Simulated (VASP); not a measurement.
Wanted: the native input for a VASP 6.6.1 run.

```
Task                   : single point
Functional             : PBE
Potentials or basis    : VASP PAW PBE potentials, release 64 (Sn_d)
Cutoff                 : 520 eV
k mesh                 : 22 × 22 × 22
Occupations            : gaussian, width 0.1 eV
Spin                   : no spin polarisation
Dipole correction      : no
Further INCAR settings : ALGO = Fast; EDIFF = 1e-07; NBANDS = 21
```

The structure of Sn lies in POSCAR:

```
Sn
1.0
   -2.8221414759      2.8221414759      1.5241862035
    2.8221414759     -2.8221414759      1.5241862035
    2.8221414759      2.8221414759     -1.5241862035
Sn
2
Direct
    0.0000000000      0.0000000000      0.0000000000
    0.7500000000      0.2500000000      0.5000000000
```

One way to write it, as run:

INCAR

```
ALGO = Fast
EDIFF = 1E-7
ENCUT = 520
GGA = PE
ISIF = 2
ISMEAR = 0
LASPH = T
LCHARG = F
LREAL = F
LWAVE = F
NBANDS = 21
NELM = 80
PREC = Accurate
SIGMA = 0.1
```

KPOINTS

```
k-points
0
Gamma
  22 22 22
```

Potentials or basis: VASP PAW PBE potentials, release 64 (Sn_d).

The run is started by

```bash
$ cat potpaw_PBE.64/Sn_d/POTCAR > POTCAR
$ mpirun -np 1 vasp_std > vasp.out
```

It gave:

The pressure is 10.8 GPa and the band gap on the k mesh is zero (band 14 reaches 11.21 eV, above the bottom of band 15 at 6.21 eV).

Caveat: spin-orbit coupling is left out, which moves the levels of the heavy elements.

It took 9 min on 1 thread of Intel Xeon 6975P-C, with other jobs on the host, peak memory 0.71 GiB.
